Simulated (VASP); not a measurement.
# Si (Imma) in VASP: further runs

Si is run at these levels: PBE; tasks: single point.

Everything below comes from runs of VASP 6.6.1. Logs are shortened: lines on timing, memory, paths and dates and some standing lists are left out, and cuts for length are marked.

## 1. The cell of the first run

It takes space group Imma (No. 74, orthorhombic). The conventional cell has a = 4.422 Å, b = 4.820 Å, c = 2.552 Å, α = 90.00°, β = 90.00°, γ = 90.00°. Within 3.2 Å of Si (site symmetry mm2) lie 8 Si at 2.41 to 2.56 Å.

## 2. Single point, PBE

INCAR

```
  ALGO = Normal
  EDIFF = 1E-6
  ENCUT = 500
  GGA = PE
  GGA_COMPAT = F
  ISIF = 2
  ISMEAR = 0
  LASPH = T
  LCHARG = T
  LELF = T
  LREAL = F
  LVHAR = T
  LWAVE = F
  NBANDS = 11
  NELM = 120
  PREC = Accurate
  SIGMA = 0.05
```

KPOINTS

```
k-points
0
Gamma
  13 13 13
```

POSCAR

```
Si
1.0
   -2.2109334990      2.4098520203      1.2758305989
    2.2109334990     -2.4098520203      1.2758305989
    2.2109334990      2.4098520203     -1.2758305989
Si
2
Direct
    0.7512167589      0.0012167589      0.7500000000
    0.2487832411      0.9987832411      0.2500000000
```

Potentials or basis: VASP PAW PBE potentials, release 64 (Si).

Run with:

```bash
$ cat potpaw_PBE.64/Si/POTCAR > POTCAR
$ mpirun -np 1 vasp_std > vasp.out
```

OUTCAR:

```text
EDIFF = 1E-6
   ENCUT = 500
   GGA = PE
   ISIF = 2
   ISMEAR = 0
   LASPH = T
   LREAL = F
   NELM = 120
   PREC = Accurate

 ion  position               nearest neighbor table
   1  0.751  0.001  0.750-   2 2.41   2 2.41   2 2.55   2 2.55   2 2.56   2 2.56
   2  0.249  0.999  0.250-   1 2.41   1 2.41   1 2.55   1 2.55   1 2.56   1 2.56

  LATTYP: Found a body centered orthorhombic cell.
 ALAT       =     2.5516611978
 B/A-ratio  =     1.7329365677
 C/A-ratio  =     1.8888495247

  Lattice vectors:

 A1 = (   2.2109334990,  -2.4098520203,   1.2758305989)
 A2 = (  -2.2109334990,  -2.4098520203,  -1.2758305989)
 A3 = (   2.2109334990,   2.4098520203,  -1.2758305989)

Analysis of symmetry for initial positions (statically):
=====================================================================
 Subroutine PRICEL returns:
 Original cell was already a primitive cell.

 Routine SETGRP: Setting up the symmetry group for a
 body centered orthorhombic supercell.

 Subroutine GETGRP returns: Found  8 space group operations
 (whereof  4 operations were pure point group operations)
 out of a pool of  8 trial point group operations.

The static configuration has the point symmetry C_2h.
 The point group associated with its full space group is D_2h.

Analysis of symmetry for dynamics (positions and initial velocities):
=====================================================================
 Subroutine PRICEL returns:
 Original cell was already a primitive cell.

 Routine SETGRP: Setting up the symmetry group for a
 body centered orthorhombic supercell.

 Subroutine GETGRP returns: Found  8 space group operations
 (whereof  4 operations were pure point group operations)
 out of a pool of  8 trial point group operations.

The dynamic configuration has the point symmetry C_2h.
 The point group associated with its full space group is D_2h.

 Subroutine INISYM returns: Found  8 space group operations
 (whereof  4 operations are pure point group operations),
 and found     1 'primitive' translations

----------------------------------------------------------------------------------------

                                     Primitive cell

  volume of cell :      27.1906

  direct lattice vectors                    reciprocal lattice vectors
    -2.210933499  2.409852020  1.275830599     0.000000000  0.207481620  0.391901558
     2.210933499 -2.409852020  1.275830599     0.226148819  0.000000000  0.391901558
[... 88 lines left out ...]
   NSW    =      0    number of steps for IOM
   IBRION =     -1    ionic relax: 0-MD 1-quasi-New 2-CG
   NFREE  =      0    steps in history (QN), initial steepest desc. (CG)
   ISIF   =      2    stress and relaxation
   ISYM   =      2    0-nonsym 1-usesym 2-fastsym
   POTIM  = 0.5000    time-step for ionic-motion
   TEBEG  =    0.0;   TEEND  =   0.0 temperature during run
   PSTRESS=    0.0 pullay stress
   NELECT =       8.0000    total number of electrons
   NUPDOWN=      -1.0000    fix difference up-down
   EMIN   =  10.00;   EMAX   =-10.00  energy-range for DOS
   EFERMI =   0.00;   METHOD = LEGACY
   ISMEAR =     0;   SIGMA  =   0.05  broadening in eV -4-tet -1-fermi 0-gaus
   EFERMI_NEDOS =   21; number of points for ismear=-14 and -15
   IALGO  =     38    algorithm
   IMIX   =      4    mixing-type and parameters
     AMIX     =   0.40;   BMIX     =  1.00
     AMIX_MAG =   1.60;   BMIX_MAG =  1.00
  volume/ion in A,a.u.               =      13.60        91.75
  Fermi-wavevector in a.u.,A,eV,Ry     =   1.088843  2.057614 16.130773  1.185578
  Thomas-Fermi vector in A             =   2.225033
   LORBIT       =      0    0 simple, 1 ext, 2 COOP (PROOUT), +10 PAW based schemes
   GGA     = PE    functional components
   LHFCALC =     F    Hartree Fock is set to
   AEXX    =    0.0000 exact exchange contribution
   IVDW    =     0    specifies the selected vdW correction
   LEPSILON=     F    determine dielectric tensor
   LRPA    =     F    only Hartree local field effects (RPA)
 non-spin polarized calculation
 Gauss-broadening in eV      SIGMA  =   0.05
  energy-cutoff  :      500.00
  volume of cell :       27.19
 maximum number of plane-waves:       707
 NGX is ok and might be reduce to    28
   NGX = 13   NGY = 13   NGZ = 13

 number of electron       8.0000000 magnetization

 Free energy of the ion-electron system (eV)
  ---------------------------------------------------
  ext. energy  EPLUGINS =         0.00000000
  ---------------------------------------------------
  free energy    TOTEN  =       -10.11822396 eV

  energy without entropy =      -10.11709389  energy(sigma->0) =      -10.11765892

 E-fermi :  10.6992     XC(G=0): -11.3797

 val. band max:       10.6975457430   @ k =   0.4615  -0.0769   0.0769
 cond. band min:      10.7011120473   @ k =   0.1538   0.1538  -0.0000
 fundamental gap:      0.0035663043
 Fermi energy:        10.6991728203

 k-point     1 :       0.0000    0.0000    0.0000
  band No.  band energies     occupation
      1      -4.1300      2.00000
      2       7.5469      2.00000
      3       8.4777      2.00000
      4       9.0543      2.00000
      5      11.8392      0.00000
      6      18.2249      0.00000
      7      19.1594      0.00000
      8      20.2979      0.00000
      9      21.9989      0.00000
     10      22.0093      0.00000
     11      23.3373      0.00000
[... 309 lines left out ...]
 k-point    24 :       0.2308    0.1538    0.0000
  band No.  band energies     occupation
      1      -0.3717      2.00000
      2       7.4650      2.00000
      3       7.5978      2.00000
      4       9.3648      2.00000
      5      10.9823      0.00000
      6      13.4737      0.00000
      7      14.2401      0.00000
      8      14.6984      0.00000
      9      18.1655      0.00000
     10      18.4874      0.00000
     11      23.1738      0.00000

 [... further k-points ...]
[... 5 lines left out ...]
  --------------------------------------------------------------------------------------
  -------------------------------------------------------------------------------------
  Total        2.3729887      2.3701081      2.3643605      0.0000000      0.0000000      0.0000000
  in kB      139.8257624    139.6560225    139.3173536      0.0000000      0.0000000      0.0000000
  external PRESSURE =     139.5997128 kB  Pullay stress =       0.0000000 kB

 VOLUME and BASIS-vectors are now :
 -----------------------------------------------------------------------------
  energy-cutoff  :      500.00
  volume of cell :       27.19
      direct lattice vectors                 reciprocal lattice vectors
    -2.210933499  2.409852020  1.275830599     0.000000000  0.207481620  0.391901558
     2.210933499 -2.409852020  1.275830599     0.226148819  0.000000000  0.391901558
     2.210933499  2.409852020 -1.275830599     0.226148819  0.207481620  0.000000000

 POSITION                                       TOTAL-FORCE (eV/Angst)
 -----------------------------------------------------------------------------------
      0.00000      3.61478      0.00310        -0.000000     -0.000000     -0.000358
      2.21093     -1.20493      1.27273         0.000000      0.000000      0.000358
 -----------------------------------------------------------------------------------
    total drift:                                0.000000     -0.000000      0.000000

  FREE ENERGIE OF THE ION-ELECTRON SYSTEM (eV)
  ---------------------------------------------------
  free  energy   TOTEN  =       -10.1182239583 eV

  energy  without entropy=      -10.1170938855  energy(sigma->0) =      -10.11765892
```

OSZICAR:

```text
N       E                     dE             d eps       ncg     rms          rms(c)
DAV:   1     0.389828610040E+01    0.38983E+01   -0.33699E+03  7554   0.595E+02
DAV:   2    -0.979455323883E+01   -0.13693E+02   -0.13209E+02 10096   0.817E+01
DAV:   3    -0.101355110682E+02   -0.34096E+00   -0.33853E+00  9831   0.103E+01
DAV:   4    -0.101367457748E+02   -0.12347E-02   -0.12345E-02  9165   0.778E-01
DAV:   5    -0.101367503186E+02   -0.45438E-05   -0.45433E-05  9466   0.417E-02    0.485E+00
DAV:   6    -0.101256227719E+02    0.11128E-01   -0.28328E-03  8820   0.302E-01    0.280E+00
DAV:   7    -0.101182511668E+02    0.73716E-02   -0.66947E-03  8427   0.484E-01    0.220E-01
DAV:   8    -0.101182353420E+02    0.15825E-04   -0.42973E-04  9205   0.128E-01    0.787E-02
DAV:   9    -0.101182245848E+02    0.10757E-04   -0.24675E-05  9162   0.306E-02    0.190E-02
DAV:  10    -0.101182239583E+02    0.62652E-06   -0.22769E-06  8184   0.945E-03
   1 F= -.10118224E+02 E0= -.10117659E+02  d E =-.113007E-02
```

Run time: 42 s. Hardware: 1 thread of Intel Xeon 6975P-C (Granite Rapids), shared host; peak memory 0.2 GiB.

What came out:

* Free energy: -10.1182 eV
* Pressure: 14.0 GPa
* Band gap on the k mesh: zero (band 4 reaches 14.09 eV, above the bottom of band 5 at 6.36 eV)

## 3. Single point, PBE

INCAR

```
SYSTEM = Si
ALGO = Normal ; EDIFF = 1E-6
ENCUT = 500 ; GGA = PE
GGA_COMPAT = .FALSE. ; ISIF = 2
ISMEAR = 0 ; LASPH = .TRUE.
LCHARG = .FALSE. ; LREAL = .FALSE.
LWAVE = .FALSE. ; NBANDS = 11
NELM = 120 ; PREC = Accurate
SIGMA = 0.05
```

KPOINTS

```
k-points
0
G
  13 13 13
  0 0 0
```

POSCAR is that of step 2.

Potentials or basis: VASP PAW PBE potentials, release 64 (Si).

Run with:

```bash
$ cat potpaw_PBE.64/Si/POTCAR > POTCAR
$ mpirun -np 1 vasp_std > vasp.out
```

Wall time 41 s (1 thread of Intel Xeon 6975P-C (Granite Rapids), shared host); peak memory 0.2 GiB.

Results (log left out):

| Item | Value |
| --- | --- |
| Free energy | -10.1182 eV |
| Pressure | 14.0 GPa |
| Band gap on the k mesh | zero (band 4 reaches 14.09 eV, above the bottom of band 5 at 6.36 eV) |

Levels at points of the mesh, in eV from the Fermi level:
| k point | band 1 | band 2 | band 3 | band 4 | band 5 | band 6 | band 7 | band 8 | band 9 |
| --- | --- | --- | --- | --- | --- | --- | --- | --- | --- |
| (0.00, 0.00, 0.00) | -14.83 | -3.15 | -2.22 | -1.64 | 1.14 | 7.53 | 8.46 | 9.60 | 11.30 |
